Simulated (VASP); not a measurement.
Here is a VASP 6.6.1 calculation.

Contents of POSCAR:

```
TaN
1.0
    0.0000000000      2.3665051011      2.3665051011
    2.3665051011      0.0000000000      2.3665051011
    2.3665051011      2.3665051011      0.0000000000
Ta N
1 1
Direct
    0.0000000000      0.0000000000      0.0000000000
    0.2500000000      0.2500000000      0.2500000000
```

The input INCAR.step1:

```
PREC = Accurate
ENCUT = 660
ISMEAR = 0
SIGMA = 0.05
LREAL = F
LASPH = T
NELM = 120
NBANDS = 15
GGA = PE
ALGO = Normal
EDIFF = 1E-5
LWAVE = T
LCHARG = F
GGA_COMPAT = F
```

INCAR.step2

```
PREC = Accurate
ENCUT = 660
EDIFF = 1E-6
ISMEAR = 0
SIGMA = 0.05
LREAL = F
LASPH = T
NELM = 120
ALGO = Normal
ISIF = 2
LWAVE = F
LCHARG = F
METAGGA = R2SCAN
LMIXTAU = T
NBANDS = 15
ISTART = 1
GGA_COMPAT = F
```

File KPOINTS:

```
Automatic mesh
0
Gamma
  12 12 12
```

Potentials or basis: VASP PAW PBE potentials, release 64 (Ta_pv, N).

Command:

```bash
$ cat potpaw_PBE.64/Ta_pv/POTCAR potpaw_PBE.64/N/POTCAR > POTCAR
$ cp INCAR.step1 INCAR
$ mpirun -np 1 vasp_std > vasp.out
$ cp INCAR.step2 INCAR
$ mpirun -np 1 vasp_std > vasp.out
```

(1) Predict the pressure.

(2) Predict the band gap on the k mesh.

## Answers

(1) 1.2 GPa.

(2) zero (band 8 reaches 7.67 eV, above the bottom of band 9 at 6.80 eV).

Caveat: the PAW data sets were made with another functional, which shifts forces and pressure a little; spin-orbit coupling is left out, which moves the levels of the heavy elements.
